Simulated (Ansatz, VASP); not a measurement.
**Te2Mo: VASP beside Ansatz**

INCAR

```
SYSTEM = Te2Mo
PREC = Accurate
ENCUT = 520
EDIFF = 1E-6
ISMEAR = -1
SIGMA = 0.03
LREAL = .False.
LASPH = .True.
NELM = 100
ALGO = Normal
ISIF = 2
LWAVE = .False.
LCHARG = .False.
GGA = PE
NBANDS = 20
```

The input KPOINTS:

```
regular mesh
0
Gamma
  5 5 2
  0 0 0
```

Contents of POSCAR:

```
Te2Mo
1.0
    3.5602328140      0.0000000000      0.0000000000
   -1.7801164070      3.0832520603      0.0000000000
    0.0000000000      0.0000000000     17.5240578200
Te Mo
2 1
Direct
    0.3333333333      0.6666666667      0.1021445500
    0.3333333333      0.6666666667      0.8978554500
    0.0000000000      0.0000000000      0.0000000000
```

File input.yaml:

```yaml
crystal:
  lattice:
    - [3.560232814, 0.0, 0.0]
    - [-1.780116407, 3.0832520603, 0.0]
    - [0.0, 0.0, 17.52405782]
  atoms:
    - { symbol: Te, position: [0.3333333333, 0.6666666667, 0.10214455] }
    - { symbol: Te, position: [0.3333333333, 0.6666666667, 0.89785545] }
    - { symbol: Mo, position: [0.0, 0.0, 0.0] }
kpoints:
  mp_grid: { grid: [5, 5, 2] }
scf:
  occupations: { method: fermi_dirac, width: 0.03 }
hamiltonian:
  xc: pbe
  pseudopotentials: { kind: all_electron, lapw: { basis_error: 0.002 } }
output:
  forces: true
  stress: true
  eigenvalues: true
```

Alike in both runs: task single point; functional PBE; k mesh 5 × 5 × 2; occupations fermi-dirac, width 0.03 eV; no spin polarisation.

```csv
,VASP,Ansatz
version,VASP 6.6.1,Ansatz 0.2.0
potentials or method,"VASP PAW PBE potentials, release 64 (Te, Mo_sv), cutoff 520 eV","all-electron LAPW, scalar-relativistic"
```

VASP gave:

- gap on the k mesh at the Fermi level (eV): 1.45
- least direct gap on the mesh (eV): 1.45
- rms of the force components (eV/Å): 0.107

Problem. What did Ansatz give for the same quantities?

Solution. gap on the k mesh at the Fermi level (eV): 1.45; least direct gap on the mesh (eV): 1.45; rms of the force components (eV/Å): 0.100.

Atom by atom the forces differ by 0.007 eV/Å (rms over components). Ansatz ran all-electron here, and VASP with PAW potentials.

Neither program's run includes spin-orbit coupling.
